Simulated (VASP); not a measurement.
# GaN in VASP: further runs

Runs on GaN. Level: PBE. Tasks: single point.

All numbers are computed with VASP 6.6.1; they aren't measurements. Logs are shortened: lines on timing, memory, paths and dates and some standing lists are left out, and cuts for length are marked.

**1. The cell of the first run**

It takes space group Pmc2_1 (No. 26, orthorhombic). Conventional cell: a = 3.219 Å, b = 5.575 Å, c = 5.243 Å, α = 90.00°, β = 90.00°, γ = 90.00°. Ga (site symmetry m) has 4 N at 1.94 to 2.04 Å within 2.6 Å. Within 2.6 Å of Ga (site symmetry m) lie 4 N at 1.92 to 2.01 Å. Within 2.6 Å of N (site symmetry m) lie 4 Ga at 1.97 to 2.04 Å. Within 2.6 Å of N (site symmetry m) lie 4 Ga at 1.92 to 2.01 Å.

**2. Single point, PBE (mode 11 frozen in at -0.032 Å and mode 13 at +0.039 Å (largest displacements))**

File INCAR:

```
SYSTEM = GaN
PREC = Accurate
ENCUT = 520
EDIFF = 1E-7
ISMEAR = 0
SIGMA = 0.05
LREAL = .False.
LASPH = .True.
NELM = 60
ALGO = Normal
ISIF = 2
LWAVE = .False.
LCHARG = .False.
GGA = PE
NBANDS = 46
```

File KPOINTS:

```
Automatic mesh
0
Gamma
  8 6 6
  0 0 0
```

File POSCAR:

```
GaN
1.0
   -3.2185392732      0.0000000000      0.0000000000
    0.0000000000      0.0000000000     -5.2433778863
    0.0000000001     -5.5746735474      0.0000000000
Ga N
4 4
Direct
    0.5000000000      0.0045494114      0.1720256044
    0.0000000000      0.0001811261      0.6613055094
    0.0000000000      0.5001811261      0.3386944906
    0.5000000000      0.5045494114      0.8279743956
    0.5000000000      0.6157126562      0.1675657223
    0.0000000000      0.6176084394      0.6657535432
    0.0000000000      0.1176084394      0.3342464568
    0.5000000000      0.1157126562      0.8324342777
```

Potentials or basis: VASP PAW PBE potentials, release 64 (Ga_d, N).

Command:

```sh
$ cat potpaw_PBE.64/Ga_d/POTCAR potpaw_PBE.64/N/POTCAR > POTCAR
$ mpirun -np 1 vasp_std > vasp.out
```

OUTCAR:

```text
SYSTEM = GaN
   PREC = Accurate
   ENCUT = 520
   EDIFF = 1E-7
   ISMEAR = 0
   LREAL = .False.
   LASPH = .True.
   NELM = 60
   ISIF = 2
   GGA = PE

 ion  position               nearest neighbor table
   1  0.500  0.005  0.172-   7 1.94   7 1.94   8 1.98   5 2.04
   2  0.000  0.000  0.661-   7 1.92   8 1.97   8 1.97   6 2.01
   3  0.000  0.500  0.339-   6 1.92   5 1.97   5 1.97   7 2.01
   4  0.500  0.505  0.828-   6 1.94   6 1.94   5 1.98   8 2.04
   5  0.500  0.616  0.168-   3 1.97   3 1.97   4 1.98   1 2.04
   6  0.000  0.618  0.666-   3 1.92   4 1.94   4 1.94   2 2.01
   7  0.000  0.118  0.334-   2 1.92   1 1.94   1 1.94   3 2.01
   8  0.500  0.116  0.832-   2 1.97   2 1.97   1 1.98   4 2.04

  LATTYP: Found a simple orthorhombic cell.
 ALAT       =     3.2185392732
 B/A-ratio  =     1.6291172613
 C/A-ratio  =     1.7320508076

  Lattice vectors:

 A1 = (  -3.2185392732,   0.0000000000,   0.0000000000)
 A2 = (   0.0000000000,   0.0000000000,  -5.2433778863)
 A3 = (   0.0000000001,  -5.5746735474,   0.0000000000)

Analysis of symmetry for initial positions (statically):
=====================================================================
 Subroutine PRICEL returns:
 Original cell was already a primitive cell.

 Routine SETGRP: Setting up the symmetry group for a
 simple orthorhombic supercell.

 Subroutine GETGRP returns: Found  4 space group operations
 (whereof  2 operations were pure point group operations)
 out of a pool of  8 trial point group operations.

The static configuration has the point symmetry C_1h.
 The point group associated with its full space group is C_2v.

Analysis of symmetry for dynamics (positions and initial velocities):
=====================================================================
 Subroutine PRICEL returns:
 Original cell was already a primitive cell.

 Routine SETGRP: Setting up the symmetry group for a
 simple orthorhombic supercell.

 Subroutine GETGRP returns: Found  4 space group operations
 (whereof  2 operations were pure point group operations)
 out of a pool of  8 trial point group operations.

The dynamic configuration has the point symmetry C_1h.
 The point group associated with its full space group is C_2v.

 Subroutine INISYM returns: Found  4 space group operations
 (whereof  2 operations are pure point group operations),
 and found     1 'primitive' translations

----------------------------------------------------------------------------------------

                                     Primitive cell

  volume of cell :      94.0783

  direct lattice vectors                    reciprocal lattice vectors
    -3.218539273  0.000000000  0.000000000    -0.310699953 -0.000000000  0.000000000
     0.000000000  0.000000000 -5.243377886     0.000000000  0.000000000 -0.190716752
     0.000000000 -5.574673547  0.000000000     0.000000000 -0.179382701  0.000000000

  length of vectors
     3.218539273  5.243377886  5.574673547     0.310699953  0.190716752  0.179382701

  position of ions in fractional coordinates (direct lattice)
     0.500000000  0.004549411  0.172025604
     0.000000000  0.000181126  0.661305509
     0.000000000  0.500181126  0.338694491
     0.500000000  0.504549411  0.827974396
     0.500000000  0.615712656  0.167565722
     0.000000000  0.617608439  0.665753543
     0.000000000  0.117608439  0.334246457
     0.500000000  0.115712656  0.832434278

  ion indices of the primitive-cell ions
   primitive index   ion index
                 1           1
                 2           2
                 3           3
                 4           4
                 5           5
                 6           6
                 7           7
                 8           8

----------------------------------------------------------------------------------------

 KPOINTS: Automatic mesh

Automatic generation of k-mesh.
 Grid dimensions read from file:
 generate k-points for:    8    6    6

 Generating k-lattice:

  Cartesian coordinates                     Fractional coordinates (reciprocal lattice)
    -0.038837494 -0.000000000  0.000000000     0.125000000  0.000000000  0.000000000
     0.000000000  0.000000000 -0.031786125     0.000000000  0.166666667  0.000000000
     0.000000000 -0.029897117  0.000000000     0.000000000  0.000000000  0.166666667

  Length of vectors
     0.038837494  0.031786125  0.029897117

  Shift w.r.t. Gamma in fractional coordinates (k-lattice)
     0.000000000  0.000000000  0.000000000

 Subroutine IBZKPT returns following result:
 ===========================================

 Found     80 irreducible k-points:

 Following reciprocal coordinates:
            Coordinates               Weight
  0.000000  0.000000  0.000000      1.000000
  0.125000  0.000000  0.000000      2.000000
  0.250000  0.000000  0.000000      2.000000
  0.375000  0.000000 -0.000000      2.000000
  0.500000  0.000000  0.000000      1.000000
  0.000000  0.166667  0.000000      2.000000
[... 16 lines left out ...]
  0.250000  0.000000  0.166667      4.000000
  0.375000  0.000000  0.166667      4.000000
 [... further k-points ...]
   k-points           NKPTS =     80   k-points in BZ     NKDIM =     80   number of bands    NBANDS=     46
   number of dos      NEDOS =    301   number of ions     NIONS =      8
   total plane-waves  NPLWV =  40320
   dimension x,y,z NGX =    24 NGY =   40 NGZ =   42
   dimension x,y,z NGXF=    48 NGYF=   80 NGZF=   84
   ions per type =               4   4
   NGX,Y,Z   is equivalent  to a cutoff of  12.40, 12.68, 12.53 a.u.
   NGXF,Y,Z  is equivalent  to a cutoff of  24.79, 25.36, 25.05 a.u.
 SYSTEM =  GaN
   PREC   = accura    normal or accurate (medium, high low for compatibility)
   ISTART =      0    job   : 0-new  1-cont  2-samecut
   ICHARG =      2    charge: 1-file 2-atom 10-const
   ISPIN  =      1    spin polarized calculation?
   LNONCOLLINEAR =      F non collinear calculations
   LSORBIT =      F    spin-orbit coupling
   LASPH  =      T    aspherical Exc in radial PAW
   ENCUT  =  520.0 eV  38.22 Ry    6.18 a.u.   5.98  9.75 10.37*2*pi/ulx,y,z
   NELM   =     60;   NELMIN=  2; NELMDL= -5     # of ELM steps
   EDIFF  = 0.1E-06   stopping-criterion for ELM
   LREAL  =      F    real-space projection
   EDIFFG = 0.1E-05   stopping-criterion for IOM
   NSW    =      0    number of steps for IOM
   IBRION =     -1    ionic relax: 0-MD 1-quasi-New 2-CG
   NFREE  =      0    steps in history (QN), initial steepest desc. (CG)
   ISIF   =      2    stress and relaxation
   ISYM   =      2    0-nonsym 1-usesym 2-fastsym
   POTIM  = 0.5000    time-step for ionic-motion
   TEBEG  =    0.0;   TEEND  =   0.0 temperature during run
   PSTRESS=    0.0 pullay stress
   NELECT =      72.0000    total number of electrons
   NUPDOWN=      -1.0000    fix difference up-down
   EMIN   =  10.00;   EMAX   =-10.00  energy-range for DOS
   EFERMI =   0.00;   METHOD = LEGACY
   ISMEAR =     0;   SIGMA  =   0.05  broadening in eV -4-tet -1-fermi 0-gaus
   EFERMI_NEDOS =   21; number of points for ismear=-14 and -15
   IALGO  =     38    algorithm
   IMIX   =      4    mixing-type and parameters
     AMIX     =   0.40;   BMIX     =  1.00
     AMIX_MAG =   1.60;   BMIX_MAG =  1.00
  volume/ion in A,a.u.               =      11.76        79.36
  Fermi-wavevector in a.u.,A,eV,Ry     =   1.497462  2.829793 30.509608  2.242393
  Thomas-Fermi vector in A             =   2.609347
   LORBIT       =      0    0 simple, 1 ext, 2 COOP (PROOUT), +10 PAW based schemes
   GGA     = PE    functional components
   LHFCALC =     F    Hartree Fock is set to
   AEXX    =    0.0000 exact exchange contribution
   IVDW    =     0    specifies the selected vdW correction
   LEPSILON=     F    determine dielectric tensor
   LRPA    =     F    only Hartree local field effects (RPA)
 non-spin polarized calculation
 Gauss-broadening in eV      SIGMA  =   0.05
  energy-cutoff  :      520.00
  volume of cell :       94.08
 maximum number of plane-waves:      2568
 NGX is ok and might be reduce to    24
   NGX = 11   NGY = 19   NGZ = 21

 number of electron      72.0000025 magnetization

 Free energy of the ion-electron system (eV)
  ---------------------------------------------------
  ext. energy  EPLUGINS =         0.00000000
  ---------------------------------------------------
  free energy    TOTEN  =       -48.56302034 eV

  energy without entropy =      -48.56302034  energy(sigma->0) =      -48.56302034

 E-fermi :   5.3545     XC(G=0): -11.5125

 val. band max:        5.0713999512   @ k =   0.0000   0.0000   0.0000
 cond. band min:       6.7281584782   @ k =   0.0000   0.0000   0.0000
 fundamental gap:      1.6567585269
 Fermi energy:         5.3545478290

 k-point     1 :       0.0000    0.0000    0.0000
  band No.  band energies     occupation
      1     -10.7820      2.00000
      2     -10.1049      2.00000
      3      -9.7593      2.00000
      4      -9.7358      2.00000
      5      -8.4194      2.00000
      6      -8.4185      2.00000
[... 38 lines left out ...]
     45      14.7311      0.00000
     46      15.0088      0.00000

 k-point     2 :       0.1250    0.0000    0.0000
  band No.  band energies     occupation
      1     -10.6780      2.00000
      2     -10.0739      2.00000
      3      -9.7338      2.00000
      4      -9.7317      2.00000
      5      -8.4132      2.00000
      6      -8.4022      2.00000
[... 38 lines left out ...]
     45      14.8219      0.00000
     46      14.9308      0.00000

 k-point     3 :       0.2500    0.0000    0.0000
  band No.  band energies     occupation
      1     -10.4247      2.00000
      2     -10.0066      2.00000
      3      -9.7246      2.00000
      4      -9.6808      2.00000
      5      -8.4009      2.00000
      6      -8.3755      2.00000
[... 1018 lines left out ...]
     45      14.3271      0.00000
     46      14.8583      0.00000

 k-point    24 :       0.3750    0.0000    0.1667
  band No.  band energies     occupation
      1     -10.1711      2.00000
      2      -9.9522      2.00000
      3      -9.7285      2.00000
      4      -9.6381      2.00000
      5      -8.3957      2.00000
      6      -8.3596      2.00000
[... 38 lines left out ...]
     45      14.4197      0.00000
     46      14.5836      0.00000

 [... further k-points ...]
[... 5 lines left out ...]
  --------------------------------------------------------------------------------------
  -------------------------------------------------------------------------------------
  Total        0.9704556      0.9902645     -1.1695545     -0.0000000      0.0000000      0.0000000
  in kB       16.5271071     16.8644569    -19.9178121     -0.0000000      0.0000000      0.0000000
  external PRESSURE =       4.4912506 kB  Pullay stress =       0.0000000 kB

 VOLUME and BASIS-vectors are now :
 -----------------------------------------------------------------------------
  energy-cutoff  :      520.00
  volume of cell :       94.08
      direct lattice vectors                 reciprocal lattice vectors
    -3.218539273  0.000000000  0.000000000    -0.310699953 -0.000000000  0.000000000
     0.000000000  0.000000000 -5.243377886     0.000000000  0.000000000 -0.190716752
     0.000000000 -5.574673547  0.000000000     0.000000000 -0.179382701  0.000000000

 POSITION                                       TOTAL-FORCE (eV/Angst)
 -----------------------------------------------------------------------------------
     -1.60927     -0.95899     -0.02385        -0.000000      0.718959      0.674028
      0.00000     -3.68656     -0.00095         0.000000     -0.751097      0.220413
      0.00000     -1.88811     -2.62264        -0.000000      0.751097      0.220413
     -1.60927     -4.61569     -2.64554         0.000000     -0.718959      0.674028
     -1.60927     -0.93412     -3.22841        -0.000000      0.013222     -0.430177
      0.00000     -3.71136     -3.23835         0.000000     -0.057005     -0.464264
      0.00000     -1.86331     -0.61667        -0.000000      0.057005     -0.464264
     -1.60927     -4.64055     -0.60673         0.000000     -0.013222     -0.430177
 -----------------------------------------------------------------------------------
    total drift:                               -0.000000     -0.000027     -0.001823

  FREE ENERGIE OF THE ION-ELECTRON SYSTEM (eV)
  ---------------------------------------------------
  free  energy   TOTEN  =       -48.5630203394 eV

  energy  without entropy=      -48.5630203394  energy(sigma->0) =      -48.56302034
```

It took 3.3 min on 1 thread of Intel Xeon 6975P-C (Granite Rapids), shared host; peak memory 0.36 GiB.

Results:

```yaml
Free_energy: -48.5630 eV
Pressure: 0.4 GPa
Largest_force: 0.986 eV/Å
Band_gap_on_the_k_mesh: 1.66 eV
```

Forces in eV/Å, atoms in the order of the input:
```
Ga   0.000  0.719  0.674
Ga   0.000 -0.751  0.220
Ga   0.000  0.751  0.220
Ga   0.000 -0.719  0.674
N    0.000  0.013 -0.430
N    0.000 -0.057 -0.464
N    0.000  0.057 -0.464
N    0.000 -0.013 -0.430
```

Caveat: the cell differs from its parent crystal (mode 11 frozen in at -0.032 Å and mode 13 at +0.039 Å (largest displacements)).

**3. Single point, PBE (mode 11 frozen in at +0.000 Å and mode 13 at -0.039 Å (largest displacements))**

File INCAR:

```
SYSTEM = GaN
  PREC = Accurate
  ENCUT = 520
  EDIFF = 1E-6
  ISMEAR = 0
  SIGMA = 0.05
  LREAL = .False.
  LASPH = .True.
  NELM = 100
  ALGO = Normal
  ISIF = 2
  LWAVE = .False.
  LCHARG = .False.
  GGA = PE
  NBANDS = 46
```

KPOINTS is that of step 2.

File POSCAR:

```
GaN
1.0
   -3.2185392732      0.0000000000      0.0000000000
    0.0000000000      0.0000000000     -5.2433778863
    0.0000000001     -5.5746735474      0.0000000000
Ga N
4 4
Direct
    0.5000000000     -0.0006385502      0.1666677765
    0.0000000000     -0.0006385502      0.6666677765
    0.0000000000      0.4993614498      0.3333322235
    0.5000000000      0.4993614498      0.8333322235
    0.5000000000      0.6316127336      0.1666737007
    0.0000000000      0.6316127336      0.6666737007
    0.0000000000      0.1316127336      0.3333262993
    0.5000000000      0.1316127336      0.8333262993
```

Potentials or basis: VASP PAW PBE potentials, release 64 (Ga_d, N).

Command:

```sh
$ cat potpaw_PBE.64/Ga_d/POTCAR potpaw_PBE.64/N/POTCAR > POTCAR
$ mpirun -np 1 vasp_std > vasp.out
```

Wall time 2.7 min (1 thread of Intel Xeon 6975P-C (Granite Rapids), shared host); peak memory 0.36 GiB.

The run converged. Its results:

```
Free energy            : -48.6043 eV
Pressure               : 0.3 GPa
Largest force          : 0.566 eV/Å
Band gap on the k mesh : 1.66 eV
```

Forces on the atoms (eV/Å):
```
Ga   0.000  0.000 -0.566
Ga   0.000  0.000 -0.566
Ga   0.000  0.000 -0.566
Ga   0.000  0.000 -0.566
N    0.000  0.000  0.566
N    0.000  0.000  0.566
N    0.000  0.000  0.566
N    0.000  0.000  0.566
```

Stress tensor (GPa, compression positive):
```
-1.29  0.00  0.00
 0.00 -1.30  0.00
 0.00  0.00  3.34
```

Levels at points of the mesh, in eV from the valence-band top:
```csv
k point,band 33,band 34,band 35,band 36,band 37,band 38,band 39,band 40
"(0.00, 0.00, 0.00)",-0.89,-0.20,0.00,0.00,1.66,4.11,4.97,5.33
"(0.50, 0.00, 0.00)",-2.02,-2.02,-1.93,-1.93,5.51,5.51,6.37,6.37
"(0.00, 0.50, 0.00)",-0.54,-0.54,-0.54,-0.54,4.01,4.01,4.21,4.21
"(0.50, 0.50, 0.00)",-1.71,-1.71,-1.71,-1.71,5.64,5.64,5.64,5.64
"(0.00, 0.00, 0.50)",-0.86,-0.86,-0.44,-0.44,4.07,4.07,5.76,5.76
"(0.50, 0.00, 0.50)",-2.31,-2.31,-0.89,-0.89,4.97,4.97,5.33,5.33
"(0.00, 0.50, 0.50)",-1.24,-1.24,-1.24,-1.24,5.02,5.02,5.02,5.02
"(0.50, 0.50, 0.50)",-1.85,-1.85,-1.85,-1.85,4.21,4.21,4.21,4.21
```

Caveat: the cell differs from its parent crystal (mode 11 frozen in at +0.000 Å and mode 13 at -0.039 Å (largest displacements)).

**4. Single point, PBE (mode 11 frozen in at -0.048 Å and mode 13 at +0.078 Å (largest displacements))**

File INCAR:

```
  PREC = Accurate
  ENCUT = 520
  EDIFF = 1E-6
  ISMEAR = 0
  SIGMA = 0.05
  LREAL = F
  LASPH = T
  NELM = 80
  ALGO = Normal
  ISIF = 2
  LWAVE = F
  LCHARG = F
  GGA = PE
  NBANDS = 46
```

File KPOINTS:

```
regular mesh
0
Gamma
  8 6 6
```

File POSCAR:

```
GaN
1.0
   -3.2185392732      0.0000000000      0.0000000000
    0.0000000000      0.0000000000     -5.2433778863
    0.0000000001     -5.5746735474      0.0000000000
Ga N
4 4
Direct
    0.5000000000      0.0071433922      0.1747045183
    0.0000000000      0.0005909643      0.6586243759
    0.0000000000      0.5005909643      0.3413756241
    0.5000000000      0.5071433922      0.8252954817
    0.5000000000      0.6077626174      0.1680117330
    0.0000000000      0.6106062922      0.6652934645
    0.0000000000      0.1106062922      0.3347065355
    0.5000000000      0.1077626174      0.8319882670
```

Command:

```sh
$ cat potpaw_PBE.64/Ga_d/POTCAR potpaw_PBE.64/N/POTCAR > POTCAR
$ mpirun -np 1 vasp_std > vasp.out
```

It took 6.5 min on 1 thread of Intel Xeon Platinum 8488C (Sapphire Rapids), shared host; peak memory 0.36 GiB.

The run converged. Its results:

| Property | Result |
| --- | --- |
| Free energy | -48.3825 eV |
| Pressure | 1.1 GPa |
| Largest force | 1.554 eV/Å |
| Band gap on the k mesh | 1.58 eV |

Forces on the atoms (eV/Å):
```
Ga   0.000  1.118  1.079
Ga   0.000 -1.204  0.499
Ga   0.000  1.204  0.499
Ga   0.000 -1.118  1.079
N    0.000  0.025 -0.716
N    0.000 -0.132 -0.862
N    0.000  0.132 -0.862
N    0.000 -0.025 -0.716
```

Stress tensor (GPa, compression positive):
```
 3.28  0.00  0.00
 0.00  3.42  0.00
 0.00  0.00 -3.28
```

Levels at points of the mesh, in eV from the valence-band top:
| k point | band 34 | band 35 | band 36 | band 37 | band 38 | band 39 |
| --- | --- | --- | --- | --- | --- | --- |
| (0.00, 0.00, 0.00) | -0.24 | -0.22 | 0.00 | 1.58 | 3.73 | 4.76 |
| (0.50, 0.00, 0.00) | -2.36 | -1.90 | -1.54 | 5.69 | 6.14 | 6.22 |
| (0.00, 0.50, 0.00) | -0.70 | -0.66 | -0.66 | 3.86 | 3.86 | 4.26 |
| (0.50, 0.50, 0.00) | -1.74 | -1.37 | -1.37 | 5.42 | 5.42 | 5.70 |
| (0.00, 0.00, 0.50) | -0.65 | -0.65 | -0.52 | 3.84 | 4.04 | 5.46 |
| (0.50, 0.00, 0.50) | -1.86 | -1.43 | -1.25 | 4.52 | 5.00 | 5.09 |
| (0.00, 0.50, 0.50) | -1.79 | -1.20 | -1.20 | 4.83 | 4.83 | 5.16 |
| (0.50, 0.50, 0.50) | -1.93 | -1.57 | -1.57 | 4.03 | 4.03 | 4.44 |

Caveat: the cell differs from its parent crystal (mode 11 frozen in at -0.048 Å and mode 13 at +0.078 Å (largest displacements)); forces of over 1 eV/Å act on the atoms, so gaps and moduli don't describe the material at rest.
